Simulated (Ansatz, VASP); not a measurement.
**Two plane-wave programs on W**

```xyz
1
Lattice="-1.5928 1.5928 1.5928 1.5928 -1.5928 1.5928 1.5928 1.5928 -1.5928" Properties=species:S:1:pos:R:3 pbc="T T T"
W     0.0000    0.0000    0.0000
```

Alike in both runs: task single point; functional PBE; dispersion D3(BJ); k mesh 13 × 13 × 13; no spin polarisation.

|  | VASP | Ansatz |
| --- | --- | --- |
| version | VASP 6.6.1 | Ansatz 0.2.0 |
| potentials or method | VASP PAW PBE potentials, release 64 (W_sv), cutoff 520 eV | plane waves, PAW |
| occupations | methfessel-paxton of order 1, width 0.1 eV | cold |
| valence electrons in the cell | 14 | 14 |

Ansatz gave:

- pressure (GPa): -7.9

What did VASP give for the same quantities?

Pressure (GPa): -7.4.

Spin-orbit coupling is off throughout.
